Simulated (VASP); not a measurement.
# Be (Pm-3m) in VASP: further runs

Runs on Be. Level: PBE. Tasks: single point, relaxation of cell and atoms.

All numbers are computed with VASP 6.6.1; they aren't measurements. Logs are shortened: lines on timing, memory, paths and dates and some standing lists are left out, and cuts for length are marked.

### Step 1. The cell of the first run

The structure is cubic, space group Pm-3m (No. 221). The conventional cell has a = 2.187 Å, b = 2.187 Å, c = 2.187 Å, α = 90.00°, β = 90.00°, γ = 90.00°. Within 2.9 Å of Be (site symmetry m-3m) lie 6 Be at 2.19 Å.

### Step 2. Single point, PBE

INCAR reads:

```
SYSTEM = Be
PREC = Accurate
ENCUT = 520
EDIFF = 1E-6
ISMEAR = -1
SIGMA = 0.08
LREAL = .False.
LASPH = .True.
NELM = 60
ALGO = Normal
ISIF = 2
LWAVE = .False.
LCHARG = .False.
GGA = PE
NBANDS = 7
```

KPOINTS reads:

```
Automatic mesh
0
Gamma
  19 19 19
  0 0 0
```

POSCAR reads:

```
Be
1.0
    2.1868456356      0.0000000000      0.0000000000
    0.0000000000      2.1868456356      0.0000000000
    0.0000000000      0.0000000000      2.1868456356
Be
1
Direct
    0.0000000000      0.0000000000      0.0000000000
```

Potentials or basis: VASP PAW PBE potentials, release 64 (Be).

Started as:

```bash
$ cat potpaw_PBE.64/Be/POTCAR > POTCAR
$ mpirun -np 1 vasp_std > vasp.out
```

OUTCAR:

```text
SYSTEM = Be
   PREC = Accurate
   ENCUT = 520
   EDIFF = 1E-6
   ISMEAR = -1
   LREAL = .False.
   LASPH = .True.
   NELM = 60
   ISIF = 2
   GGA = PE

 ion  position               nearest neighbor table
   1  0.000  0.000  0.000-

  LATTYP: Found a simple cubic cell.
 ALAT       =     2.1868456356

  Lattice vectors:

 A1 = (   2.1868456356,   0.0000000000,   0.0000000000)
 A2 = (   0.0000000000,   2.1868456356,   0.0000000000)
 A3 = (   0.0000000000,   0.0000000000,   2.1868456356)

Analysis of symmetry for initial positions (statically):
=====================================================================
 Subroutine PRICEL returns:
 Original cell was already a primitive cell.

 Routine SETGRP: Setting up the symmetry group for a
 simple cubic supercell.

 Subroutine GETGRP returns: Found 48 space group operations
 (whereof 48 operations were pure point group operations)
 out of a pool of 48 trial point group operations.

The static configuration has the point symmetry O_h .

Analysis of symmetry for dynamics (positions and initial velocities):
=====================================================================
 Subroutine PRICEL returns:
 Original cell was already a primitive cell.

 Routine SETGRP: Setting up the symmetry group for a
 simple cubic supercell.

 Subroutine GETGRP returns: Found 48 space group operations
 (whereof 48 operations were pure point group operations)
 out of a pool of 48 trial point group operations.

The dynamic configuration has the point symmetry O_h .

 Subroutine INISYM returns: Found 48 space group operations
 (whereof 48 operations are pure point group operations),
 and found     1 'primitive' translations

----------------------------------------------------------------------------------------

                                     Primitive cell

  volume of cell :      10.4581

  direct lattice vectors                    reciprocal lattice vectors
     2.186845636  0.000000000  0.000000000     0.457279647  0.000000000  0.000000000
     0.000000000  2.186845636  0.000000000     0.000000000  0.457279647  0.000000000
     0.000000000  0.000000000  2.186845636     0.000000000  0.000000000  0.457279647

  length of vectors
     2.186845636  2.186845636  2.186845636     0.457279647  0.457279647  0.457279647

  position of ions in fractional coordinates (direct lattice)
     0.000000000  0.000000000  0.000000000

  ion indices of the primitive-cell ions
   primitive index   ion index
                 1           1

----------------------------------------------------------------------------------------

 KPOINTS: Automatic mesh

Automatic generation of k-mesh.
 Grid dimensions read from file:
 generate k-points for:   19   19   19

 Generating k-lattice:

  Cartesian coordinates                     Fractional coordinates (reciprocal lattice)
     0.024067350  0.000000000  0.000000000     0.052631579  0.000000000  0.000000000
     0.000000000  0.024067350  0.000000000     0.000000000  0.052631579  0.000000000
     0.000000000  0.000000000  0.024067350     0.000000000  0.000000000  0.052631579

  Length of vectors
     0.024067350  0.024067350  0.024067350

  Shift w.r.t. Gamma in fractional coordinates (k-lattice)
     0.000000000  0.000000000  0.000000000

 Subroutine IBZKPT returns following result:
 ===========================================

 Found    220 irreducible k-points:

 Following reciprocal coordinates:
            Coordinates               Weight
  0.000000  0.000000  0.000000      1.000000
  0.052632  0.000000  0.000000      6.000000
  0.105263  0.000000  0.000000      6.000000
  0.157895  0.000000  0.000000      6.000000
  0.210526  0.000000  0.000000      6.000000
  0.263158  0.000000  0.000000      6.000000
[... 16 lines left out ...]
  0.263158  0.105263  0.000000     24.000000
  0.315789  0.105263  0.000000     24.000000
 [... further k-points ...]
   k-points           NKPTS =    220   k-points in BZ     NKDIM =    220   number of bands    NBANDS=      7
   number of dos      NEDOS =    301   number of ions     NIONS =      1
   total plane-waves  NPLWV =   4096
   dimension x,y,z NGX =    16 NGY =   16 NGZ =   16
   dimension x,y,z NGXF=    32 NGYF=   32 NGZF=   32
   ions per type =               1
   NGX,Y,Z   is equivalent  to a cutoff of  12.16, 12.16, 12.16 a.u.
   NGXF,Y,Z  is equivalent  to a cutoff of  24.33, 24.33, 24.33 a.u.
 SYSTEM =  Be
   PREC   = accura    normal or accurate (medium, high low for compatibility)
   ISTART =      0    job   : 0-new  1-cont  2-samecut
   ICHARG =      2    charge: 1-file 2-atom 10-const
   ISPIN  =      1    spin polarized calculation?
   LNONCOLLINEAR =      F non collinear calculations
   LSORBIT =      F    spin-orbit coupling
   LASPH  =      T    aspherical Exc in radial PAW
   ENCUT  =  520.0 eV  38.22 Ry    6.18 a.u.   4.07  4.07  4.07*2*pi/ulx,y,z
   NELM   =     60;   NELMIN=  2; NELMDL= -5     # of ELM steps
   EDIFF  = 0.1E-05   stopping-criterion for ELM
   LREAL  =      F    real-space projection
   EDIFFG = 0.1E-04   stopping-criterion for IOM
   NSW    =      0    number of steps for IOM
   IBRION =     -1    ionic relax: 0-MD 1-quasi-New 2-CG
   NFREE  =      0    steps in history (QN), initial steepest desc. (CG)
   ISIF   =      2    stress and relaxation
   ISYM   =      2    0-nonsym 1-usesym 2-fastsym
   POTIM  = 0.5000    time-step for ionic-motion
   TEBEG  =    0.0;   TEEND  =   0.0 temperature during run
   PSTRESS=    0.0 pullay stress
   NELECT =       2.0000    total number of electrons
   NUPDOWN=      -1.0000    fix difference up-down
   EMIN   =  10.00;   EMAX   =-10.00  energy-range for DOS
   EFERMI =   0.00;   METHOD = LEGACY
   ISMEAR =    -1;   SIGMA  =   0.08  broadening in eV -4-tet -1-fermi 0-gaus
   EFERMI_NEDOS =   21; number of points for ismear=-14 and -15
   IALGO  =     38    algorithm
   IMIX   =      4    mixing-type and parameters
     AMIX     =   0.40;   BMIX     =  1.00
     AMIX_MAG =   1.60;   BMIX_MAG =  1.00
  volume/ion in A,a.u.               =      10.46        70.58
  Fermi-wavevector in a.u.,A,eV,Ry     =   0.943192  1.782374 12.103890  0.889611
  Thomas-Fermi vector in A             =   2.070875
   LORBIT       =      0    0 simple, 1 ext, 2 COOP (PROOUT), +10 PAW based schemes
   GGA     = PE    functional components
[... 5 lines left out ...]
 non-spin polarized calculation
  energy-cutoff  :      520.00
  volume of cell :       10.46
 maximum number of plane-waves:       292
   NGX =  9   NGY =  9   NGZ =  9

 number of electron       2.0000000 magnetization

 Free energy of the ion-electron system (eV)
  ---------------------------------------------------
  ext. energy  EPLUGINS =         0.00000000
  ---------------------------------------------------
  free energy    TOTEN  =        -2.76555595 eV

  energy without entropy =       -2.75698338  energy(sigma->0) =       -2.76126966

 E-fermi :   4.6106     XC(G=0):  -9.7022

 val. band max:        4.5854973878   @ k =   0.4737   0.3158   0.0526
 cond. band min:       4.6169821182   @ k =   0.4737   0.2632   0.1579
 fundamental gap:      0.0314847304
 Fermi energy:         4.6106064066

 k-point     1 :       0.0000    0.0000    0.0000
  band No.  band energies     occupation
      1      -4.9333      2.00000
      2      17.9931      0.00000
      3      17.9931      0.00000
      4      17.9931      0.00000
      5      23.6361      0.00000
      6      23.6361      0.00000
      7      32.1565      0.00000

 k-point     2 :       0.0526    0.0000    0.0000
  band No.  band energies     occupation
      1      -4.8652      2.00000
      2      17.0116      0.00000
      3      18.0604      0.00000
      4      18.0604      0.00000
      5      23.7193      0.00000
      6      24.7079      0.00000
      7      32.1066      0.00000

 k-point     3 :       0.1053    0.0000    0.0000
  band No.  band energies     occupation
      1      -4.6613      2.00000
      2      15.0742      0.00000
      3      18.2604      0.00000
      4      18.2604      0.00000
      5      23.9683      0.00000
      6      26.8722      0.00000
      7      31.9991      0.00000

 k-point     4 :       0.1579    0.0000    0.0000
  band No.  band energies     occupation
      1      -4.3222      2.00000
      2      12.9728      0.00000
      3      18.5868      0.00000
      4      18.5868      0.00000
      5      24.3814      0.00000
      6      29.0728      0.00000
      7      32.0888      0.00000

 k-point     5 :       0.2105    0.0000    0.0000
  band No.  band energies     occupation
      1      -3.8497      2.00000
      2      10.9127      0.00000
      3      19.0273      0.00000
      4      19.0273      0.00000
      5      24.9550      0.00000
      6      30.1182      0.00000
      7      33.3272      0.00000

 k-point     6 :       0.2632    0.0000    0.0000
  band No.  band energies     occupation
      1      -3.2471      2.00000
      2       8.9579      0.00000
      3      19.5608      0.00000
      4      19.5608      0.00000
      5      25.6822      0.00000
      6      30.0426      0.00000
      7      35.5272      0.00000

 k-point     7 :       0.3158    0.0000    0.0000
  band No.  band energies     occupation
      1      -2.5211      2.00000
      2       7.1382      0.00000
      3      20.1519      0.00000
      4      20.1519      0.00000
      5      26.5484      0.00000
      6      29.7337      0.00000
      7      36.1061      0.00000
[... 121 lines left out ...]
 k-point    20 :       0.1053    0.1053    0.0000
  band No.  band energies     occupation
      1      -4.3882      2.00000
      2      14.4900      0.00000
      3      16.4110      0.00000
      4      18.5264      0.00000
      5      25.8929      0.00000
      6      28.3415      0.00000
      7      31.6041      0.00000

 k-point    21 :       0.1579    0.1053    0.0000
  band No.  band energies     occupation
      1      -4.0479      2.00000
      2      12.8949      0.00000
      3      16.3176      0.00000
      4      18.8511      0.00000
      5      26.6023      0.00000
      6      30.1035      0.00000
      7      31.4645      0.00000

 k-point    22 :       0.2105    0.1053    0.0000
  band No.  band energies     occupation
      1      -3.5738      2.00000
      2      10.9851      0.00000
      3      16.6835      0.00000
      4      19.2890      0.00000
      5      27.2183      0.00000
      6      29.9818      0.00000
      7      33.2695      0.00000

 k-point    23 :       0.2632    0.1053    0.0000
  band No.  band energies     occupation
      1      -2.9689      2.00000
      2       9.0971      0.00000
      3      17.2323      0.00000
      4      19.8188      0.00000
      5      27.8718      0.00000
      6      29.1485      0.00000
      7      35.2784      0.00000

 k-point    24 :       0.3158    0.1053    0.0000
  band No.  band energies     occupation
      1      -2.2397      2.00000
      2       7.3129      0.00000
      3      17.8915      0.00000
      4      20.4051      0.00000
      5      27.9575      0.00000
      6      28.8231      0.00000
      7      35.1053      0.00000

 [... further k-points ...]
[... 5 lines left out ...]
  --------------------------------------------------------------------------------------
  -------------------------------------------------------------------------------------
  Total       -0.0804113     -0.0804113     -0.0804113      0.0000000     -0.0000000      0.0000000
  in kB      -12.3189420    -12.3189420    -12.3189420      0.0000000     -0.0000000      0.0000000
  external PRESSURE =     -12.3189420 kB  Pullay stress =       0.0000000 kB

 VOLUME and BASIS-vectors are now :
 -----------------------------------------------------------------------------
  energy-cutoff  :      520.00
  volume of cell :       10.46
      direct lattice vectors                 reciprocal lattice vectors
     2.186845636  0.000000000  0.000000000     0.457279647  0.000000000  0.000000000
     0.000000000  2.186845636  0.000000000     0.000000000  0.457279647  0.000000000
     0.000000000  0.000000000  2.186845636     0.000000000  0.000000000  0.457279647

 POSITION                                       TOTAL-FORCE (eV/Angst)
 -----------------------------------------------------------------------------------
      0.00000      0.00000      0.00000         0.000000      0.000000      0.000000
 -----------------------------------------------------------------------------------
    total drift:                               -0.000000     -0.000000     -0.000000

  FREE ENERGIE OF THE ION-ELECTRON SYSTEM (eV)
  ---------------------------------------------------
  free  energy   TOTEN  =        -2.7655559456 eV

  energy  without entropy=       -2.7569833782  energy(sigma->0) =       -2.76126966
```

Wall time 3.9 s (1 thread of Intel Xeon Platinum 8259CL at 2.50GHz (Skylake/Cascade Lake), shared host); peak memory 0.12 GiB.

Results:

```yaml
Free_energy: -2.7656 eV
Pressure: -1.2 GPa
Band_gap_on_the_k_mesh: zero (band 1 reaches 9.63 eV, above the bottom of band 2 at 3.01 eV)
```

Levels at points of the mesh, in eV from the Fermi level:
```
           k point  band 1  band 2  band 3  band 4  band 5
(0.00, 0.00, 0.00)   -9.54   13.38   13.38   13.38   19.03
```

### Step 3. Relaxation of cell and atoms, PBE, target pressure -1.3 GPa, at which the enthalpy is minimised

This run uses another cell than the first one, of 8.61 Å³/atom, 0.823 times its volume.

INCAR reads:

```
ALGO = Normal
EDIFF = 1E-6
EDIFFG = -0.005
ENCUT = 600
GGA = PE
IBRION = 2
ISIF = 3
ISMEAR = -1
LASPH = T
LCHARG = F
LREAL = F
LWAVE = F
NELM = 80
NSW = 60
PREC = Accurate
PSTRESS = -13.0
SIGMA = 0.08
```

KPOINTS reads:

```
k-points
0
Gamma
  19 19 19
```

POSCAR reads:

```
Be
1.0
    2.0497127105      0.0000000000      0.0000000000
    0.0000000000      2.0497127105      0.0000000000
    0.0000000000      0.0000000000      2.0497127105
Be
1
Direct
    0.0000000000      0.0000000000      0.0000000000
```

Potentials or basis: VASP PAW PBE potentials, release 64 (Be).

Started as:

```bash
$ cat potpaw_PBE.64/Be/POTCAR > POTCAR
$ mpirun -np 1 vasp_std > vasp.out
```

Run time: 7.2 s. Hardware: 1 thread of Intel Xeon Platinum 8259CL at 2.50GHz (Skylake/Cascade Lake), shared host; peak memory 0.12 GiB.

It converged, with:

```
Free energy                                            : -2.7654 eV
Relaxed volume                                         : 10.47 Å³/atom
Relaxed cell                                           : a = 2.188 Å, b = 2.188 Å, c = 2.188 Å, α = 90.00°, β = 90.00°, γ = 90.00°
Space group after relaxing (to 0.05 Å)                 : Pm-3m (No. 221)
Energy change on relaxing (the enthalpy is what falls) : -80.9 meV/atom
Ionic steps                                            : 4
Pressure after relaxing                                : -1.3 GPa
Band gap on the k mesh                                 : zero (band 1 reaches 9.62 eV, above the bottom of band 2 at 3.00 eV)
```

Step by step:
| step | energy change (eV) | largest force (eV/Å) | pressure (GPa) | volume (Å³) |
| --- | --- | --- | --- | --- |
| 1 | 0.0000 | 0.0000 | 17.85 | 8.61 |
| 2 | -0.0792 | 0.0000 | 2.54 | 9.96 |
| 3 | -0.0796 | 0.0000 | -2.11 | 10.59 |
| 4 | -0.0809 | 0.0000 | -1.34 | 10.47 |

Final structure:
```
Be
1.0
     2.18794    0.00000    0.00000
     0.00000    2.18794    0.00000
     0.00000    0.00000    2.18794
Be
1
Direct
  0.00000 0.00000 0.00000
```

Levels at points of the mesh, in eV from the Fermi level:
```csv
k point,band 1,band 2,band 3,band 4
"(0.00, 0.00, 0.00)",-9.54,13.37,13.37,13.37
```

Caveat: the cell is relaxed towards a set pressure, so the enthalpy falls and the energy may rise; the volume moved by over 15 % at a fixed basis, so the end points are rough.
